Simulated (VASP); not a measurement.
# Yb (P6_3/mmc) in VASP: settings compared

Aim: see how the results for Yb move with the level of theory and the settings. Levels: r2SCAN, PBE, LDA. Tasks: single point.

Everything below comes from runs of VASP 6.6.1. Logs are shortened: lines on timing, memory, paths and dates and some standing lists are left out, and cuts for length are marked.

## (1) The cell of the first run

Symmetry: P6_3/mmc, No. 194, hexagonal system. Conventional cell: a = 3.880 Å, b = 3.880 Å, c = 6.386 Å, α = 90.00°, β = 90.00°, γ = 120.00°. Yb (site symmetry -6m2) has 12 Yb at 3.88 to 3.90 Å within 5.1 Å.

## (2) Single point, r2SCAN

Contents of POSCAR:

```
Yb
1.0
    3.8798991495      0.0000000000      0.0000000000
   -1.9399495748      3.3600912276      0.0000000000
    0.0000000000      0.0000000000      6.3859000000
Yb
2
Direct
    0.3333333333      0.6666666667      0.2500000000
    0.6666666667      0.3333333333      0.7500000000
```

Contents of INCAR.step1:

```
SYSTEM = Yb
PREC     = Accurate       ! precision mode
ENCUT    = 520            ! plane-wave cutoff, eV
ISMEAR   = -1             ! smearing method
SIGMA    = 0.03           ! smearing width, eV
LREAL    = .FALSE.        ! projectors in reciprocal space
LASPH    = .TRUE.         ! aspherical terms in the spheres
NELM     = 100            ! most SCF steps
NBANDS   = 31             ! bands
GGA      = PE             ! functional
ALGO     = Normal         ! electronic algorithm
EDIFF    = 1E-4           ! SCF threshold, eV
LWAVE    = .TRUE.         ! write WAVECAR
LCHARG   = .FALSE.        ! write CHGCAR
```

Contents of INCAR.step2:

```
SYSTEM = Yb
PREC     = Accurate       ! precision mode
ENCUT    = 520            ! plane-wave cutoff, eV
EDIFF    = 1E-6           ! SCF threshold, eV
ISMEAR   = -1             ! smearing method
SIGMA    = 0.03           ! smearing width, eV
LREAL    = .FALSE.        ! projectors in reciprocal space
LASPH    = .TRUE.         ! aspherical terms in the spheres
NELM     = 100            ! most SCF steps
ALGO     = Normal         ! electronic algorithm
ISIF     = 2              ! what is computed and relaxed
LWAVE    = .FALSE.        ! write WAVECAR
LCHARG   = .FALSE.        ! write CHGCAR
METAGGA  = R2SCAN         ! meta-GGA
LMIXTAU  = .TRUE.       
NBANDS   = 31             ! bands
ISTART   = 1
```

Contents of KPOINTS:

```
regular mesh
0
G
  11 11 6
  0 0 0
```

Potentials or basis: VASP PAW PBE potentials, release 64 (Yb).

Run with:

```console
$ cat potpaw_PBE.64/Yb/POTCAR > POTCAR
$ cp INCAR.step1 INCAR
$ mpirun -np 1 vasp_std > vasp.out
$ cp INCAR.step2 INCAR
$ mpirun -np 1 vasp_std > vasp.out
```

OUTCAR:

```text
SYSTEM = Yb
   PREC = Accurate
   ENCUT = 520
   EDIFF = 1E-6
   ISMEAR = -1
   LREAL = .FALSE.
   LASPH = .TRUE.
   NELM = 100
   ISIF = 2
   METAGGA = R2SCAN
   ISTART = 1

 ion  position               nearest neighbor table
   1  0.333  0.667  0.250-
   2  0.667  0.333  0.750-

  LATTYP: Found a hexagonal cell.
 ALAT       =     3.8798991495
 C/A-ratio  =     1.6458932962

  Lattice vectors:

 A1 = (   3.8798991495,   0.0000000000,   0.0000000000)
 A2 = (  -1.9399495748,   3.3600912276,   0.0000000000)
 A3 = (   0.0000000000,   0.0000000000,   6.3859000000)

Analysis of symmetry for initial positions (statically):
=====================================================================
 Subroutine PRICEL returns:
 Original cell was already a primitive cell.

 Routine SETGRP: Setting up the symmetry group for a
 hexagonal supercell.

 Subroutine GETGRP returns: Found 24 space group operations
 (whereof 12 operations were pure point group operations)
 out of a pool of 24 trial point group operations.

The static configuration has the point symmetry D_3d.
 The point group associated with its full space group is D_6h.

Analysis of symmetry for dynamics (positions and initial velocities):
=====================================================================
 Subroutine PRICEL returns:
 Original cell was already a primitive cell.

 Routine SETGRP: Setting up the symmetry group for a
 hexagonal supercell.

 Subroutine GETGRP returns: Found 24 space group operations
 (whereof 12 operations were pure point group operations)
 out of a pool of 24 trial point group operations.

The dynamic configuration has the point symmetry D_3d.
 The point group associated with its full space group is D_6h.

 Subroutine INISYM returns: Found 24 space group operations
 (whereof 12 operations are pure point group operations),
 and found     1 'primitive' translations

----------------------------------------------------------------------------------------

                                     Primitive cell

  volume of cell :      83.2518

  direct lattice vectors                    reciprocal lattice vectors
     3.879899149  0.000000000  0.000000000     0.257738658  0.148805484  0.000000000
    -1.939949575  3.360091228  0.000000000     0.000000000  0.297610967  0.000000000
     0.000000000  0.000000000  6.385900000     0.000000000  0.000000000  0.156594998

  length of vectors
[... 71 lines left out ...]
   NGXF,Y,Z  is equivalent  to a cutoff of  25.71, 25.71, 24.99 a.u.
 SYSTEM =  Yb
   PREC   = accura    normal or accurate (medium, high low for compatibility)
   ISTART =      1    job   : 0-new  1-cont  2-samecut
   ICHARG =      0    charge: 1-file 2-atom 10-const
   ISPIN  =      1    spin polarized calculation?
   LNONCOLLINEAR =      F non collinear calculations
   LSORBIT =      F    spin-orbit coupling
   LASPH  =      T    aspherical Exc in radial PAW
   ENCUT  =  520.0 eV  38.22 Ry    6.18 a.u.   7.21  7.21 11.87*2*pi/ulx,y,z
   NELM   =    100;   NELMIN=  2; NELMDL=  0     # of ELM steps
   EDIFF  = 0.1E-05   stopping-criterion for ELM
   LREAL  =      F    real-space projection
   EDIFFG = 0.1E-04   stopping-criterion for IOM
   NSW    =      0    number of steps for IOM
   IBRION =     -1    ionic relax: 0-MD 1-quasi-New 2-CG
   NFREE  =      0    steps in history (QN), initial steepest desc. (CG)
   ISIF   =      2    stress and relaxation
   ISYM   =      2    0-nonsym 1-usesym 2-fastsym
   POTIM  = 0.5000    time-step for ionic-motion
   TEBEG  =    0.0;   TEEND  =   0.0 temperature during run
   PSTRESS=    0.0 pullay stress
   NELECT =      48.0000    total number of electrons
   NUPDOWN=      -1.0000    fix difference up-down
   EMIN   =  10.00;   EMAX   =-10.00  energy-range for DOS
   EFERMI =   0.00;   METHOD = LEGACY
   ISMEAR =    -1;   SIGMA  =   0.03  broadening in eV -4-tet -1-fermi 0-gaus
   EFERMI_NEDOS =   21; number of points for ismear=-14 and -15
   IALGO  =     38    algorithm
   IMIX   =      4    mixing-type and parameters
     AMIX     =   0.40;   BMIX     =  1.00
     AMIX_MAG =   1.60;   BMIX_MAG =  1.00
  volume/ion in A,a.u.               =      41.63       280.91
  Fermi-wavevector in a.u.,A,eV,Ry     =   1.362565  2.574875 25.260367  1.856585
  Thomas-Fermi vector in A             =   2.489044
   LORBIT       =      0    0 simple, 1 ext, 2 COOP (PROOUT), +10 PAW based schemes
   METAGGA = R2SCAN    functional components
   LHFCALC =     F    Hartree Fock is set to
   AEXX    =    0.0000 exact exchange contribution
   IVDW    =     0    specifies the selected vdW correction
   LEPSILON=     F    determine dielectric tensor
   LRPA    =     F    only Hartree local field effects (RPA)
 non-spin polarized calculation
  energy-cutoff  :      520.00
  volume of cell :       83.25
 maximum number of plane-waves:      2256
 NGX is ok and might be reduce to    30
   NGX = 15   NGY = 15   NGZ = 23

 number of electron      48.0000033 magnetization

 Free energy of the ion-electron system (eV)
  ---------------------------------------------------
  ext. energy  EPLUGINS =         0.00000000
  ---------------------------------------------------
  free energy    TOTEN  =       -70.92939007 eV

  energy without entropy =      -70.92181076  energy(sigma->0) =      -70.92560041

 E-fermi :   1.0807     XC(G=0):  -9.4713

 val. band max:        1.0701054001   @ k =   0.0909   0.0000   0.0000
 cond. band min:       1.0852007158   @ k =   0.0000   0.0000   0.0000
 fundamental gap:      0.0150953157
 Fermi energy:         1.0807425156

 k-point     1 :       0.0000    0.0000    0.0000
  band No.  band energies     occupation
      1     -52.3634      2.00000
      2     -52.3550      2.00000
      3     -24.2026      2.00000
      4     -24.0347      2.00000
      5     -24.0346      2.00000
      6     -24.0073      2.00000
[... 805 lines left out ...]
     30       4.9769      0.00000
     31       5.2840      0.00000

 [... further k-points ...]
[... 5 lines left out ...]
  --------------------------------------------------------------------------------------
  -------------------------------------------------------------------------------------
  Total       -2.0459080     -2.0459080     -1.8644748      0.0000000      0.0000000      0.0000000
  in kB      -39.3734123    -39.3734123    -35.8817394      0.0000000      0.0000000      0.0000000
  external PRESSURE =     -38.2095213 kB  Pullay stress =       0.0000000 kB

 VOLUME and BASIS-vectors are now :
 -----------------------------------------------------------------------------
  energy-cutoff  :      520.00
  volume of cell :       83.25
      direct lattice vectors                 reciprocal lattice vectors
     3.879899149  0.000000000  0.000000000     0.257738658  0.148805484  0.000000000
    -1.939949575  3.360091228  0.000000000     0.000000000  0.297610967  0.000000000
     0.000000000  0.000000000  6.385900000     0.000000000  0.000000000  0.156594998

 POSITION                                       TOTAL-FORCE (eV/Angst)
 -----------------------------------------------------------------------------------
     -0.00000      2.24006      1.59648         0.000000      0.000000     -0.000000
      1.93995      1.12003      4.78943        -0.000000     -0.000000      0.000000
 -----------------------------------------------------------------------------------
    total drift:                               -0.000000      0.000000      0.000000

  FREE ENERGIE OF THE ION-ELECTRON SYSTEM (eV)
  ---------------------------------------------------
  free  energy   TOTEN  =       -70.9293900659 eV

  energy  without entropy=      -70.9218107637  energy(sigma->0) =      -70.92560041
```

OSZICAR.step1:

```text
N       E                     dE             d eps       ncg     rms          rms(c)
DAV:   1     0.327376999298E+03    0.32738E+03   -0.16165E+04  5809   0.999E+03
DAV:   2     0.600633215052E+02   -0.26731E+03   -0.25298E+03  5716   0.868E+02
DAV:   3     0.411270974677E+01   -0.55951E+02   -0.54769E+02  6387   0.208E+02
[... 22 lines left out ...]
DAV:  26    -0.702837120670E+01    0.48168E-02   -0.41182E-03  6701   0.180E+00    0.696E+00
DAV:  27    -0.702595244619E+01    0.24188E-02   -0.12065E-03  5678   0.184E+00    0.597E+00
DAV:  28    -0.702460634856E+01    0.13461E-02   -0.40908E-03  5161   0.229E+00    0.140E+00
DAV:  29    -0.702444674128E+01    0.15961E-03   -0.90044E-04  5664   0.196E+00    0.638E-01
DAV:  30    -0.702442011828E+01    0.26623E-04   -0.12546E-04  3318   0.671E-01
   1 F= -.70244201E+01 E0= -.70204561E+01  d E =-.792796E-02
```

Run time: 37 min. Hardware: 1 thread of Intel Xeon Platinum 8259CL at 2.50GHz (Skylake/Cascade Lake), shared host; peak memory 0.32 GiB.

Results:

| Property | Result |
| --- | --- |
| Free energy | -70.9294 eV |
| Pressure | -3.8 GPa |
| Band gap on the k mesh | zero (band 24 reaches 1.20 eV, above the bottom of band 25 at 1.02 eV) |

Stress tensor (GPa, compression positive):
```
-3.94  0.00  0.00
 0.00 -3.94  0.00
 0.00  0.00 -3.59
```

Caveat: the PAW data sets were made with another functional, which shifts forces and pressure a little; spin-orbit coupling is left out, which moves the levels of the heavy elements. Spin polarisation is off, so any magnetic state and its effect on volume and gap are missing.

## (3) Single point, PBE

Contents of INCAR:

```
SYSTEM = Yb
PREC = Accurate
ENCUT = 520
EDIFF = 1E-7
ISMEAR = -1
SIGMA = 0.03
LREAL = .FALSE.
LASPH = .TRUE.
NELM = 100
ALGO = Normal
ISIF = 2
LWAVE = .FALSE.
LCHARG = .FALSE.
GGA = PE
NBANDS = 31
```

Contents of KPOINTS:

```
Automatic mesh
0
G
  11 11 6
  0 0 0
```

POSCAR is that of step 2.

Potentials or basis: VASP PAW PBE potentials, release 64 (Yb).

Run with:

```console
$ cat potpaw_PBE.64/Yb/POTCAR > POTCAR
$ mpirun -np 1 vasp_std > vasp.out
```

Wall time 10 min (1 thread of Intel Xeon Platinum 8259CL at 2.50GHz (Skylake/Cascade Lake), shared host); peak memory 0.29 GiB.

The run converged. Its results:

```
Free energy            : -7.0244 eV
Pressure               : -0.4 GPa
Band gap on the k mesh : zero (band 24 reaches 1.24 eV, above the bottom of band 25 at 1.12 eV)
```

Stress tensor (GPa, compression positive):
```
-0.30  0.00  0.00
 0.00 -0.30  0.00
 0.00  0.00 -0.56
```

Levels at points of the mesh, in eV from the Fermi level:
```tsv
k point	band 21	band 22	band 23	band 24	band 25	band 26	band 27	band 28
(0.00, 0.00, 0.00)	-0.28	-0.28	-0.25	-0.25	0.09	2.64	2.69	2.69
(0.00, 0.00, 0.50)	-0.27	-0.27	-0.25	-0.25	1.45	1.45	2.69	2.69
```

Caveat: spin-orbit coupling is left out, which moves the levels of the heavy elements. Spin polarisation is off, so any magnetic state and its effect on volume and gap are missing.

## (4) Single point, LDA (functional lda, volume scaled by 0.96)

Contents of INCAR:

```
SYSTEM = Yb
PREC = Accurate
ENCUT = 520
EDIFF = 1E-6
ISMEAR = -1
SIGMA = 0.03
LREAL = .False.
LASPH = .True.
NELM = 100
ALGO = Normal
ISIF = 2
LWAVE = .False.
LCHARG = .True.
GGA = CA
LELF = .True.
LVHAR = .True.
NBANDS = 31
```

Contents of KPOINTS:

```
regular mesh
0
Gamma
  11 11 6
  0 0 0
```

Contents of POSCAR:

```
Yb
1.0
    3.8274616519      0.0000000000      0.0000000000
   -1.9137308260      3.3146790225      0.0000000000
    0.0000000000      0.0000000000      6.2995934742
Yb
2
Direct
    0.3333333333      0.6666666667      0.2500000000
    0.6666666667      0.3333333333      0.7500000000
```

Run with:

```console
$ cat potpaw_PBE.64/Yb/POTCAR > POTCAR
$ mpirun -np 1 vasp_std > vasp.out
```

Run time: 15 min. Hardware: 1 thread of Intel Xeon Platinum 8259CL at 2.50GHz (Skylake/Cascade Lake), shared host; peak memory 0.27 GiB.

Results (log left out):

| Quantity | Value |
| --- | --- |
| Free energy | -7.9966 eV |
| Pressure | -6.5 GPa |
| Band gap on the k mesh | zero (band 24 reaches 1.08 eV, above the bottom of band 25 at 0.97 eV) |

Levels at points of the mesh, in eV from the Fermi level:
```csv
k point,band 20,band 21,band 22,band 23,band 24,band 25,band 26,band 27,band 28,band 29
"(0.00, 0.00, 0.00)",-0.34,-0.31,-0.31,-0.28,-0.28,0.22,2.55,2.62,2.62,3.12
"(0.00, 0.00, 0.50)",-0.30,-0.30,-0.30,-0.28,-0.28,1.42,1.42,2.61,2.61,2.61
```

Caveat: the PAW data sets were made with another functional, which shifts forces and pressure a little; spin-orbit coupling is left out, which moves the levels of the heavy elements. Spin polarisation is off, so any magnetic state and its effect on volume and gap are missing.

## (5) The runs side by side

```csv
level,cell,gap on the mesh (eV),pressure (GPa)
r2SCAN,"a = 3.880, b = 3.880, c = 6.386 Å, angles 90.0, 90.0, 120.0°, 2 atoms",none,-3.8
PBE,"a = 3.880, b = 3.880, c = 6.386 Å, angles 90.0, 90.0, 120.0°, 2 atoms",none,-0.4
LDA,"a = 3.827, b = 3.827, c = 6.300 Å, angles 90.0, 90.0, 120.0°, 2 atoms",none,-6.5
```

Alike in all rows: task single point; potentials or basis VASP PAW PBE potentials, release 64 (Yb); no spin polarisation; k mesh 11 × 11 × 6; cutoff (eV) 520; smearing fermi-dirac 0.03 eV.

Caveats: spin-orbit coupling is left out, which moves the levels of the heavy elements; the PAW data sets were made with another functional, which shifts forces and pressure a little (some runs).

Total energies depend on the potentials used, so only differences within one code and one set of settings carry meaning.
